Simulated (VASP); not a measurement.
# MgSe (Fm-3m) in VASP: further runs, part 2 of 2

VASP 6.6.1. The steps go on from the part before.

**3. Single point, PBEsol**

Contents of INCAR:

```
SYSTEM = MgSe
PREC = Accurate
ENCUT = 600
EDIFF = 1E-6
ISMEAR = -1
SIGMA = 0.08
LREAL = .FALSE.
LASPH = .TRUE.
NELM = 120
ALGO = Normal
ISIF = 2
LWAVE = .FALSE.
LCHARG = .TRUE.
GGA = PS
LELF = .TRUE.
LVHAR = .TRUE.
NBANDS = 11
GGA_COMPAT = .FALSE.
```

Contents of KPOINTS:

```
regular mesh
0
G
  12 12 12
  0 0 0
```

Contents of POSCAR:

```
MgSe
1.0
    0.0000000000      2.7255000000      2.7255000000
    2.7255000000      0.0000000000      2.7255000000
    2.7255000000      2.7255000000      0.0000000000
Mg Se
1 1
Direct
    0.0000000000      0.0000000000      0.0000000000
    0.5000000000      0.5000000000      0.5000000000
```

Potentials or basis: VASP PAW PBE potentials, release 64 (Mg, Se).

The run is started by

```
cat potpaw_PBE.64/Mg/POTCAR potpaw_PBE.64/Se/POTCAR > POTCAR
mpirun -np 1 vasp_std > vasp.out
```

OUTCAR:

```text
SYSTEM = MgSe
   PREC = Accurate
   ENCUT = 600
   EDIFF = 1E-6
   ISMEAR = -1
   LREAL = .FALSE.
   LASPH = .TRUE.
   NELM = 120
   ISIF = 2
   GGA = PS

 ion  position               nearest neighbor table
   1  0.000  0.000  0.000-   2 2.73   2 2.73   2 2.73   2 2.73   2 2.73   2 2.73
   2  0.500  0.500  0.500-   1 2.73   1 2.73   1 2.73   1 2.73   1 2.73   1 2.73

  LATTYP: Found a face centered cubic cell.
 ALAT       =     5.4510000000

  Lattice vectors:

 A1 = (   0.0000000000,   2.7255000000,   2.7255000000)
 A2 = (   2.7255000000,   0.0000000000,   2.7255000000)
 A3 = (   2.7255000000,   2.7255000000,   0.0000000000)

Analysis of symmetry for initial positions (statically):
=====================================================================
 Subroutine PRICEL returns:
 Original cell was already a primitive cell.

 Routine SETGRP: Setting up the symmetry group for a
 face centered cubic supercell.

 Subroutine GETGRP returns: Found 48 space group operations
 (whereof 48 operations were pure point group operations)
 out of a pool of 48 trial point group operations.

The static configuration has the point symmetry O_h .

Analysis of symmetry for dynamics (positions and initial velocities):
=====================================================================
 Subroutine PRICEL returns:
 Original cell was already a primitive cell.

 Routine SETGRP: Setting up the symmetry group for a
 face centered cubic supercell.

 Subroutine GETGRP returns: Found 48 space group operations
 (whereof 48 operations were pure point group operations)
 out of a pool of 48 trial point group operations.

The dynamic configuration has the point symmetry O_h .

 Subroutine INISYM returns: Found 48 space group operations
 (whereof 48 operations are pure point group operations),
 and found     1 'primitive' translations

----------------------------------------------------------------------------------------

                                     Primitive cell

  volume of cell :      40.4919

  direct lattice vectors                    reciprocal lattice vectors
     0.000000000  2.725500000  2.725500000    -0.183452578  0.183452578  0.183452578
     2.725500000  0.000000000  2.725500000     0.183452578 -0.183452578  0.183452578
     2.725500000  2.725500000  0.000000000     0.183452578  0.183452578 -0.183452578

  length of vectors
     3.854439064  3.854439064  3.854439064     0.317749185  0.317749185  0.317749185

  position of ions in fractional coordinates (direct lattice)
     0.000000000  0.000000000  0.000000000
     0.500000000  0.500000000  0.500000000

  ion indices of the primitive-cell ions
   primitive index   ion index
                 1           1
                 2           2

----------------------------------------------------------------------------------------

 KPOINTS: regular mesh

Automatic generation of k-mesh.
 Grid dimensions read from file:
 generate k-points for:   12   12   12

 Generating k-lattice:

  Cartesian coordinates                     Fractional coordinates (reciprocal lattice)
    -0.015287715  0.015287715  0.015287715     0.083333333  0.000000000  0.000000000
     0.015287715 -0.015287715  0.015287715     0.000000000  0.083333333  0.000000000
     0.015287715  0.015287715 -0.015287715     0.000000000  0.000000000  0.083333333

  Length of vectors
     0.026479099  0.026479099  0.026479099

  Shift w.r.t. Gamma in fractional coordinates (k-lattice)
     0.000000000  0.000000000  0.000000000

 Subroutine IBZKPT returns following result:
 ===========================================

 Found     72 irreducible k-points:

 Following reciprocal coordinates:
            Coordinates               Weight
  0.000000  0.000000  0.000000      1.000000
  0.083333  0.000000  0.000000      8.000000
  0.166667  0.000000  0.000000      8.000000
  0.250000  0.000000  0.000000      8.000000
  0.333333  0.000000  0.000000      8.000000
  0.416667  0.000000  0.000000      8.000000
[... 16 lines left out ...]
  0.500000  0.166667  0.000000     24.000000
 -0.416667  0.166667  0.000000     24.000000
 [... further k-points ...]
   k-points           NKPTS =     72   k-points in BZ     NKDIM =     72   number of bands    NBANDS=     11
   number of dos      NEDOS =    301   number of ions     NIONS =      2
   total plane-waves  NPLWV =  32768
   dimension x,y,z NGX =    32 NGY =   32 NGZ =   32
   dimension x,y,z NGXF=    64 NGYF=   64 NGZF=   64
   ions per type =               1   1
   NGX,Y,Z   is equivalent  to a cutoff of  13.80, 13.80, 13.80 a.u.
   NGXF,Y,Z  is equivalent  to a cutoff of  27.60, 27.60, 27.60 a.u.
 SYSTEM =  MgSe
   PREC   = accura    normal or accurate (medium, high low for compatibility)
   ISTART =      0    job   : 0-new  1-cont  2-samecut
   ICHARG =      2    charge: 1-file 2-atom 10-const
   ISPIN  =      1    spin polarized calculation?
   LNONCOLLINEAR =      F non collinear calculations
   LSORBIT =      F    spin-orbit coupling
   LASPH  =      T    aspherical Exc in radial PAW
   ENCUT  =  600.0 eV  44.10 Ry    6.64 a.u.   7.70  7.70  7.70*2*pi/ulx,y,z
   NELM   =    120;   NELMIN=  2; NELMDL= -5     # of ELM steps
   EDIFF  = 0.1E-05   stopping-criterion for ELM
   LREAL  =      F    real-space projection
   EDIFFG = 0.1E-04   stopping-criterion for IOM
   NSW    =      0    number of steps for IOM
   IBRION =     -1    ionic relax: 0-MD 1-quasi-New 2-CG
   NFREE  =      0    steps in history (QN), initial steepest desc. (CG)
   ISIF   =      2    stress and relaxation
   ISYM   =      2    0-nonsym 1-usesym 2-fastsym
   POTIM  = 0.5000    time-step for ionic-motion
   TEBEG  =    0.0;   TEEND  =   0.0 temperature during run
   PSTRESS=    0.0 pullay stress
   NELECT =       8.0000    total number of electrons
   NUPDOWN=      -1.0000    fix difference up-down
   EMIN   =  10.00;   EMAX   =-10.00  energy-range for DOS
   EFERMI =   0.00;   METHOD = LEGACY
   ISMEAR =    -1;   SIGMA  =   0.08  broadening in eV -4-tet -1-fermi 0-gaus
   EFERMI_NEDOS =   21; number of points for ismear=-14 and -15
   IALGO  =     38    algorithm
   IMIX   =      4    mixing-type and parameters
     AMIX     =   0.40;   BMIX     =  1.00
     AMIX_MAG =   1.60;   BMIX_MAG =  1.00
  volume/ion in A,a.u.               =      20.25       136.63
  Fermi-wavevector in a.u.,A,eV,Ry     =   0.953488  1.801831 12.369596  0.909140
  Thomas-Fermi vector in A             =   2.082148
   LORBIT       =      0    0 simple, 1 ext, 2 COOP (PROOUT), +10 PAW based schemes
   GGA     = PS    functional components
   LHFCALC =     F    Hartree Fock is set to
   AEXX    =    0.0000 exact exchange contribution
   IVDW    =     0    specifies the selected vdW correction
   LEPSILON=     F    determine dielectric tensor
   LRPA    =     F    only Hartree local field effects (RPA)
 non-spin polarized calculation
  energy-cutoff  :      600.00
  volume of cell :       40.49
 maximum number of plane-waves:      1369
   NGX = 15   NGY = 15   NGZ = 15

 number of electron       8.0000000 magnetization

 Free energy of the ion-electron system (eV)
  ---------------------------------------------------
  ext. energy  EPLUGINS =         0.00000000
  ---------------------------------------------------
  free energy    TOTEN  =        -8.10673634 eV

  energy without entropy =       -8.10673590  energy(sigma->0) =       -8.10673612

 E-fermi :   4.1145     XC(G=0):  -9.6201

 val. band max:        3.1431529548   @ k =   0.0000   0.0000   0.0000
 cond. band min:       4.9056032755   @ k =   0.5000   0.5000   0.0000
 fundamental gap:      1.7624503207
 Fermi energy:         4.1144656023

 k-point     1 :       0.0000    0.0000    0.0000
  band No.  band energies     occupation
      1      -9.8283      2.00000
      2       3.1432      1.99999
      3       3.1432      1.99999
      4       3.1432      1.99999
      5       5.6436      0.00000
      6      10.4758      0.00000
      7      10.4758      0.00000
      8      10.4758      0.00000
      9      13.0843      0.00000
     10      13.0843      0.00000
     11      13.9361      0.00000
[... 309 lines left out ...]
 k-point    24 :      -0.4167    0.1667    0.0000
  band No.  band energies     occupation
      1      -8.6016      2.00000
      2      -1.5135      2.00000
      3       1.2712      2.00000
      4       2.3104      2.00000
      5       7.5345      0.00000
      6       8.8572      0.00000
      7       9.9373      0.00000
      8      12.7171      0.00000
      9      14.1241      0.00000
     10      15.1597      0.00000
     11      15.3495      0.00000

 [... further k-points ...]

------------------------ aborting loop because EDIFF is reached ----------------------------------------

  FORCE on cell =-STRESS in cart. coord.  units (eV):
  Direction    XX          YY          ZZ          XY          YZ          ZX
  --------------------------------------------------------------------------------------
  -------------------------------------------------------------------------------------
  Total       -0.0262780     -0.0262780     -0.0262780     -0.0000000      0.0000000     -0.0000000
  in kB       -1.0397623     -1.0397623     -1.0397623     -0.0000000      0.0000000     -0.0000000
  external PRESSURE =      -1.0397623 kB  Pullay stress =       0.0000000 kB

 VOLUME and BASIS-vectors are now :
 -----------------------------------------------------------------------------
  energy-cutoff  :      600.00
  volume of cell :       40.49
      direct lattice vectors                 reciprocal lattice vectors
     0.000000000  2.725500000  2.725500000    -0.183452578  0.183452578  0.183452578
     2.725500000  0.000000000  2.725500000     0.183452578 -0.183452578  0.183452578
     2.725500000  2.725500000  0.000000000     0.183452578  0.183452578 -0.183452578

 POSITION                                       TOTAL-FORCE (eV/Angst)
 -----------------------------------------------------------------------------------
      0.00000      0.00000      0.00000        -0.000000     -0.000000      0.000000
      2.72550      2.72550      2.72550         0.000000      0.000000     -0.000000
 -----------------------------------------------------------------------------------
    total drift:                               -0.000000     -0.000000      0.000000

  FREE ENERGIE OF THE ION-ELECTRON SYSTEM (eV)
  ---------------------------------------------------
  free  energy   TOTEN  =        -8.1067363367 eV

  energy  without entropy=       -8.1067358985  energy(sigma->0) =       -8.10673612
```

Run time: 29 s. Hardware: 1 thread of Intel Xeon Platinum 8375C at 2.90GHz (Ice Lake), shared host; peak memory 0.2 GiB.

Results:

- Free energy: -8.1067 eV
- Pressure: -0.1 GPa
- Band gap on the k mesh: 1.76 eV, indirect (least direct gap 2.50 eV)

Levels at points of the mesh, in eV from the valence-band top:
| k point | band 1 | band 2 | band 3 | band 4 | band 5 | band 6 | band 7 | band 8 |
| --- | --- | --- | --- | --- | --- | --- | --- | --- |
| (0.00, 0.00, 0.00) | -12.97 | 0.00 | 0.00 | 0.00 | 2.50 | 7.33 | 7.33 | 7.33 |
| (0.50, 0.00, 0.00) | -11.84 | -4.99 | -0.59 | -0.59 | 3.71 | 6.04 | 6.04 | 8.60 |
| (0.50, 0.50, 0.00) | -11.52 | -4.32 | -1.81 | -1.81 | 1.76 | 3.84 | 11.64 | 12.11 |

Caveat: the PAW data sets were made with another functional, which shifts forces and pressure a little.
